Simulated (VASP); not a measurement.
# CsCdCl3 (P4/mmm) in VASP: further runs

The runs below take CsCdCl3 through single point, with LDA.

Everything below comes from runs of VASP 6.6.1. Logs are shortened: lines on timing, memory, paths and dates and some standing lists are left out, and cuts for length are marked.

## Step 1: The cell of the first run

The structure is tetragonal, space group P4/mmm (No. 123). Conventional cell: a = 5.419 Å, b = 5.419 Å, c = 4.928 Å, α = 90.00°, β = 90.00°, γ = 90.00°. Cs (site symmetry 4/mmm) has 12 Cl at 3.66 to 3.83 Å and 8 Cd at 4.56 Å and 2 Cs at 4.93 Å within 5.0 Å. Cd (site symmetry 4/mmm) has 6 Cl at 2.46 to 2.71 Å within 3.3 Å. Cl (site symmetry mmm) has 2 Cd at 2.71 Å and 4 Cs at 3.66 Å and 8 Cl at 3.66 to 3.83 Å within 3.9 Å. Within 3.3 Å of Cl (site symmetry 4/mmm) lie 2 Cd at 2.46 Å.

## Step 2: Single point, LDA (biaxial strain in the a-b plane: +6.0 %)

File INCAR:

```
PREC = Accurate
ENCUT = 520
EDIFF = 1E-7
ISMEAR = 0
SIGMA = 0.02
LREAL = False
LASPH = True
NELM = 60
ALGO = Normal
ISIF = 2
LWAVE = False
LCHARG = False
GGA = CA
NBANDS = 29
```

File KPOINTS:

```
regular mesh
0
Gamma
  6 6 6
```

File POSCAR:

```
CsCdCl3
1.0
    5.4189030202      0.0000000000      0.0000000000
    0.0000000000      5.4189030202      0.0000000000
    0.0000000000      0.0000000000      4.9281344448
Cs Cd Cl
1 1 3
Direct
    0.0000000000      0.0000000000      0.0000000000
    0.5000000000      0.5000000000      0.5000000000
    0.0000000000      0.5000000000      0.5000000000
    0.5000000000      0.0000000000      0.5000000000
    0.5000000000      0.5000000000      0.0000000000
```

Potentials or basis: VASP PAW LDA potentials, release 64 (Cs_sv, Cd, Cl).

Launch:

```bash
> cat potpaw_LDA.64/Cs_sv/POTCAR potpaw_LDA.64/Cd/POTCAR potpaw_LDA.64/Cl/POTCAR > POTCAR
> mpirun -np 1 vasp_std > vasp.out
```

OUTCAR:

```text
PREC = Accurate
   ENCUT = 520
   EDIFF = 1E-7
   ISMEAR = 0
   LREAL = False
   LASPH = True
   NELM = 60
   ISIF = 2
   GGA = CA

 ion  position               nearest neighbor table
   1  0.000  0.000  0.000-
   2  0.500  0.500  0.500-   5 2.46   5 2.46   3 2.71   4 2.71   4 2.71   3 2.71
   3  0.000  0.500  0.500-   2 2.71   2 2.71
   4  0.500  0.000  0.500-   2 2.71   2 2.71
   5  0.500  0.500  0.000-   2 2.46   2 2.46

  LATTYP: Found a simple tetragonal cell.
 ALAT       =     5.4189030202
 C/A-ratio  =     0.9094339623

  Lattice vectors:

 A1 = (   5.4189030202,   0.0000000000,   0.0000000000)
 A2 = (   0.0000000000,   5.4189030202,   0.0000000000)
 A3 = (   0.0000000000,   0.0000000000,   4.9281344448)

Analysis of symmetry for initial positions (statically):
=====================================================================
 Subroutine PRICEL returns:
 Original cell was already a primitive cell.

 Routine SETGRP: Setting up the symmetry group for a
 simple tetragonal supercell.

 Subroutine GETGRP returns: Found 16 space group operations
 (whereof 16 operations were pure point group operations)
 out of a pool of 16 trial point group operations.

The static configuration has the point symmetry D_4h.

Analysis of symmetry for dynamics (positions and initial velocities):
=====================================================================
 Subroutine PRICEL returns:
 Original cell was already a primitive cell.

 Routine SETGRP: Setting up the symmetry group for a
 simple tetragonal supercell.

 Subroutine GETGRP returns: Found 16 space group operations
 (whereof 16 operations were pure point group operations)
 out of a pool of 16 trial point group operations.

The dynamic configuration has the point symmetry D_4h.

 Subroutine INISYM returns: Found 16 space group operations
 (whereof 16 operations are pure point group operations),
 and found     1 'primitive' translations

----------------------------------------------------------------------------------------

                                     Primitive cell

  volume of cell :     144.7123

  direct lattice vectors                    reciprocal lattice vectors
     5.418903020  0.000000000  0.000000000     0.184539195  0.000000000  0.000000000
     0.000000000  5.418903020  0.000000000     0.000000000  0.184539195  0.000000000
     0.000000000  0.000000000  4.928134445     0.000000000  0.000000000  0.202916542

  length of vectors
     5.418903020  5.418903020  4.928134445     0.184539195  0.184539195  0.202916542

  position of ions in fractional coordinates (direct lattice)
     0.000000000  0.000000000  0.000000000
     0.500000000  0.500000000  0.500000000
     0.000000000  0.500000000  0.500000000
     0.500000000  0.000000000  0.500000000
     0.500000000  0.500000000  0.000000000

  ion indices of the primitive-cell ions
   primitive index   ion index
                 1           1
                 2           2
                 3           3
                 4           4
                 5           5

----------------------------------------------------------------------------------------

 KPOINTS: regular mesh

Automatic generation of k-mesh.
 Grid dimensions read from file:
 generate k-points for:    6    6    6

 Generating k-lattice:

  Cartesian coordinates                     Fractional coordinates (reciprocal lattice)
     0.030756532  0.000000000  0.000000000     0.166666667  0.000000000  0.000000000
     0.000000000  0.030756532  0.000000000     0.000000000  0.166666667  0.000000000
     0.000000000  0.000000000  0.033819424     0.000000000  0.000000000  0.166666667

  Length of vectors
     0.030756532  0.030756532  0.033819424

  Shift w.r.t. Gamma in fractional coordinates (k-lattice)
     0.000000000  0.000000000  0.000000000

 Subroutine IBZKPT returns following result:
 ===========================================

 Found     40 irreducible k-points:

 Following reciprocal coordinates:
            Coordinates               Weight
  0.000000  0.000000  0.000000      1.000000
  0.166667  0.000000  0.000000      4.000000
  0.333333  0.000000  0.000000      4.000000
  0.500000  0.000000  0.000000      2.000000
  0.166667  0.166667  0.000000      4.000000
  0.333333  0.166667  0.000000      8.000000
[... 16 lines left out ...]
  0.333333  0.000000  0.333333      8.000000
  0.500000  0.000000  0.333333      4.000000
 [... further k-points ...]
   k-points           NKPTS =     40   k-points in BZ     NKDIM =     40   number of bands    NBANDS=     29
   number of dos      NEDOS =    301   number of ions     NIONS =      5
   total plane-waves  NPLWV =  64000
   dimension x,y,z NGX =    40 NGY =   40 NGZ =   40
   dimension x,y,z NGXF=    80 NGYF=   80 NGZF=   80
   ions per type =               1   1   3
   NGX,Y,Z   is equivalent  to a cutoff of  12.27, 12.27, 13.49 a.u.
   NGXF,Y,Z  is equivalent  to a cutoff of  24.54, 24.54, 26.99 a.u.
 SYSTEM =  unknown system
   PREC   = accura    normal or accurate (medium, high low for compatibility)
   ISTART =      0    job   : 0-new  1-cont  2-samecut
   ICHARG =      2    charge: 1-file 2-atom 10-const
   ISPIN  =      1    spin polarized calculation?
   LNONCOLLINEAR =      F non collinear calculations
   LSORBIT =      F    spin-orbit coupling
   LASPH  =      T    aspherical Exc in radial PAW
   ENCUT  =  520.0 eV  38.22 Ry    6.18 a.u.  10.08 10.08  9.16*2*pi/ulx,y,z
   NELM   =     60;   NELMIN=  2; NELMDL= -5     # of ELM steps
   EDIFF  = 0.1E-06   stopping-criterion for ELM
   LREAL  =      F    real-space projection
   EDIFFG = 0.1E-05   stopping-criterion for IOM
   NSW    =      0    number of steps for IOM
   IBRION =     -1    ionic relax: 0-MD 1-quasi-New 2-CG
   NFREE  =      0    steps in history (QN), initial steepest desc. (CG)
   ISIF   =      2    stress and relaxation
   ISYM   =      2    0-nonsym 1-usesym 2-fastsym
   POTIM  = 0.5000    time-step for ionic-motion
   TEBEG  =    0.0;   TEEND  =   0.0 temperature during run
   PSTRESS=    0.0 pullay stress
   NELECT =      42.0000    total number of electrons
   NUPDOWN=      -1.0000    fix difference up-down
   EMIN   =  10.00;   EMAX   =-10.00  energy-range for DOS
   EFERMI =   0.00;   METHOD = LEGACY
   ISMEAR =     0;   SIGMA  =   0.02  broadening in eV -4-tet -1-fermi 0-gaus
   EFERMI_NEDOS =   21; number of points for ismear=-14 and -15
   IALGO  =     38    algorithm
   IMIX   =      4    mixing-type and parameters
     AMIX     =   0.40;   BMIX     =  1.00
     AMIX_MAG =   1.60;   BMIX_MAG =  1.00
  volume/ion in A,a.u.               =      28.94       195.31
  Fermi-wavevector in a.u.,A,eV,Ry     =   1.083901  2.048275 15.984678  1.174841
  Thomas-Fermi vector in A             =   2.219978
   LORBIT       =      0    0 simple, 1 ext, 2 COOP (PROOUT), +10 PAW based schemes
   GGA     = CA    functional components
   LHFCALC =     F    Hartree Fock is set to
   AEXX    =    0.0000 exact exchange contribution
   IVDW    =     0    specifies the selected vdW correction
   LEPSILON=     F    determine dielectric tensor
   LRPA    =     F    only Hartree local field effects (RPA)
 non-spin polarized calculation
 Gauss-broadening in eV      SIGMA  =   0.02
  energy-cutoff  :      520.00
  volume of cell :      144.71
 maximum number of plane-waves:      3952
   NGX = 21   NGY = 21   NGZ = 19

 number of electron      41.9999990 magnetization

 Free energy of the ion-electron system (eV)
  ---------------------------------------------------
  ext. energy  EPLUGINS =         0.00000000
  ---------------------------------------------------
  free energy    TOTEN  =       -16.64499455 eV

  energy without entropy =      -16.64499455  energy(sigma->0) =      -16.64499455

 E-fermi :  -0.1037     XC(G=0):  -9.0079

 val. band max:       -0.1935888365   @ k =   0.5000   0.5000   0.5000
 cond. band min:       1.1879480032   @ k =   0.0000   0.0000   0.0000
 fundamental gap:      1.3815368397
 Fermi energy:        -0.1036900854

 k-point     1 :       0.0000    0.0000    0.0000
  band No.  band energies     occupation
      1     -19.2519      2.00000
      2     -14.0551      2.00000
      3     -13.2101      2.00000
      4     -13.0378      2.00000
      5      -6.9437      2.00000
      6      -6.9437      2.00000
[... 21 lines left out ...]
     28       7.0981      0.00000
     29      10.6555      0.00000

 k-point     2 :       0.1667    0.0000    0.0000
  band No.  band energies     occupation
      1     -19.2503      2.00000
      2     -14.0467      2.00000
      3     -13.1970      2.00000
      4     -13.0469      2.00000
      5      -6.9524      2.00000
      6      -6.9435      2.00000
[... 21 lines left out ...]
     28       7.3685      0.00000
     29      10.0052      0.00000

 k-point     3 :       0.3333    0.0000    0.0000
  band No.  band energies     occupation
      1     -19.2470      2.00000
      2     -14.0304      2.00000
      3     -13.1651      2.00000
      4     -13.0694      2.00000
      5      -7.0603      2.00000
      6      -6.9693      2.00000
[... 21 lines left out ...]
     28       8.0627      0.00000
     29       8.4944      0.00000

 k-point     4 :       0.5000    0.0000    0.0000
  band No.  band energies     occupation
      1     -19.2454      2.00000
      2     -14.0224      2.00000
      3     -13.1418      2.00000
      4     -13.0873      2.00000
      5      -7.1748      2.00000
      6      -6.9775      2.00000
[... 21 lines left out ...]
     28       7.9379      0.00000
     29       8.6098      0.00000

 k-point     5 :       0.1667    0.1667    0.0000
  band No.  band energies     occupation
      1     -19.2487      2.00000
      2     -14.0373      2.00000
      3     -13.1848      2.00000
      4     -13.0551      2.00000
      5      -6.9536      2.00000
      6      -6.9497      2.00000
[... 21 lines left out ...]
     28       7.4587      0.00000
     29       9.5235      0.00000
[... 510 lines left out ...]
     28       7.9242      0.00000
     29       9.3967      0.00000

 k-point    22 :       0.1667    0.0000    0.3333
  band No.  band energies     occupation
      1     -19.2399      2.00000
      2     -13.8181      2.00000
      3     -13.2727      2.00000
      4     -13.0373      2.00000
      5      -7.5388      2.00000
      6      -7.0220      2.00000
[... 21 lines left out ...]
     28       8.0283      0.00000
     29       8.9386      0.00000

 k-point    23 :       0.3333    0.0000    0.3333
  band No.  band energies     occupation
      1     -19.2375      2.00000
      2     -13.8107      2.00000
      3     -13.2119      2.00000
      4     -13.0637      2.00000
      5      -7.5563      2.00000
      6      -7.0327      2.00000
[... 21 lines left out ...]
     28       8.0472      0.00000
     29       8.2475      0.00000

 k-point    24 :       0.5000    0.0000    0.3333
  band No.  band energies     occupation
      1     -19.2363      2.00000
      2     -13.8074      2.00000
      3     -13.1646      2.00000
      4     -13.0928      2.00000
      5      -7.5700      2.00000
      6      -7.0567      2.00000
[... 21 lines left out ...]
     28       8.1630      0.00000
     29       8.1738      0.00000

 [... further k-points ...]

------------------------ aborting loop because EDIFF is reached ----------------------------------------

  FORCE on cell =-STRESS in cart. coord.  units (eV):
  Direction    XX          YY          ZZ          XY          YZ          ZX
  --------------------------------------------------------------------------------------
  -------------------------------------------------------------------------------------
  Total       -3.1004580     -3.1004580      0.5293373      0.0000000      0.0000000      0.0000000
  in kB      -34.3266271    -34.3266271      5.8605417      0.0000000      0.0000000      0.0000000
  external PRESSURE =     -20.9309042 kB  Pullay stress =       0.0000000 kB

 VOLUME and BASIS-vectors are now :
 -----------------------------------------------------------------------------
  energy-cutoff  :      520.00
  volume of cell :      144.71
      direct lattice vectors                 reciprocal lattice vectors
     5.418903020  0.000000000  0.000000000     0.184539195  0.000000000  0.000000000
     0.000000000  5.418903020  0.000000000     0.000000000  0.184539195  0.000000000
     0.000000000  0.000000000  4.928134445     0.000000000  0.000000000  0.202916542

 POSITION                                       TOTAL-FORCE (eV/Angst)
 -----------------------------------------------------------------------------------
      0.00000      0.00000      0.00000         0.000000      0.000000      0.000000
      2.70945      2.70945      2.46407         0.000000      0.000000      0.000000
      0.00000      2.70945      2.46407         0.000000      0.000000      0.000000
      2.70945      0.00000      2.46407         0.000000      0.000000      0.000000
      2.70945      2.70945      0.00000         0.000000      0.000000      0.000000
 -----------------------------------------------------------------------------------
    total drift:                                0.000000      0.000000     -0.000000

  FREE ENERGIE OF THE ION-ELECTRON SYSTEM (eV)
  ---------------------------------------------------
  free  energy   TOTEN  =       -16.6449945491 eV

  energy  without entropy=      -16.6449945491  energy(sigma->0) =      -16.64499455
```

Wall time 3.7 min (1 thread of Oxide Virtual Turin-like, shared host); peak memory 0.27 GiB.

Results:

- Free energy: -16.6450 eV
- Pressure: -2.1 GPa
- Band gap on the k mesh: 1.38 eV (least direct gap 2.02 eV)

Caveat: the cell differs from its parent crystal (biaxial strain in the a-b plane: +6.0 %); spin-orbit coupling is left out, which moves the levels of the heavy elements.

## Step 3: Single point, LDA (biaxial strain in the a-b plane: +6.0 %, then relaxed in part)

File INCAR:

```
PREC     = Accurate       # precision mode
ENCUT    = 520            # plane-wave cutoff, eV
EDIFF    = 1E-7           # SCF threshold, eV
ISMEAR   = 0              # smearing method
SIGMA    = 0.02           # smearing width, eV
LREAL    = False          # projectors in reciprocal space
LASPH    = True           # aspherical terms in the spheres
NELM     = 60             # most SCF steps
ALGO     = Normal         # electronic algorithm
ISIF     = 2              # what is computed and relaxed
LWAVE    = False          # write WAVECAR
LCHARG   = True           # write CHGCAR
LELF     = True           # ELF
LVHAR    = True         
NBANDS   = 29             # bands
```

KPOINTS is that of step 2.

POSCAR, as its differences from that of step 2:

```diff
@@ -4,3 +4,3 @@
     0.0000000000      5.4189030202      0.0000000000
-    0.0000000000      0.0000000000      4.9281344448
+    0.0000000000      0.0000000000      4.9425581256
 Cs Cd Cl
```

Potentials or basis: VASP PAW LDA potentials, release 64 (Cs_sv, Cd, Cl).

Launch:

```bash
> cat potpaw_LDA.64/Cs_sv/POTCAR potpaw_LDA.64/Cd/POTCAR potpaw_LDA.64/Cl/POTCAR > POTCAR
> mpirun -np 1 vasp_std > vasp.out
```

Wall time 3.1 min (1 thread of Oxide Virtual Turin-like, shared host); peak memory 0.27 GiB.

It converged, with:

* Free energy: -16.6463 eV
* Pressure: -2.2 GPa
* Band gap on the k mesh: 1.38 eV (least direct gap 2.00 eV)

Stress tensor (GPa, compression positive):
```
-3.48  0.00  0.00
 0.00 -3.48  0.00
 0.00  0.00  0.33
```

Levels at points of the mesh, in eV from the valence-band top:
```tsv
k point	band 18	band 19	band 20	band 21	band 22	band 23	band 24	band 25
(0.00, 0.00, 0.00)	-0.81	-0.62	-0.62	-0.62	1.38	5.43	5.71	6.02
(0.50, 0.00, 0.00)	-0.91	-0.86	-0.85	-0.82	3.71	6.60	6.91	7.75
(0.50, 0.50, 0.00)	-1.00	-1.00	-0.42	-0.30	5.28	6.80	6.80	7.42
(0.00, 0.00, 0.50)	-1.20	-1.13	-0.87	-0.87	4.71	6.99	7.54	7.59
(0.50, 0.00, 0.50)	-0.97	-0.96	-0.36	-0.09	6.06	6.44	7.39	7.53
(0.50, 0.50, 0.50)	-0.32	-0.32	-0.28	0.00	5.34	5.34	5.83	7.07
```

Caveat: the cell differs from its parent crystal (biaxial strain in the a-b plane: +6.0 %, then relaxed in part); spin-orbit coupling is left out, which moves the levels of the heavy elements. A k mesh can miss the band edges.
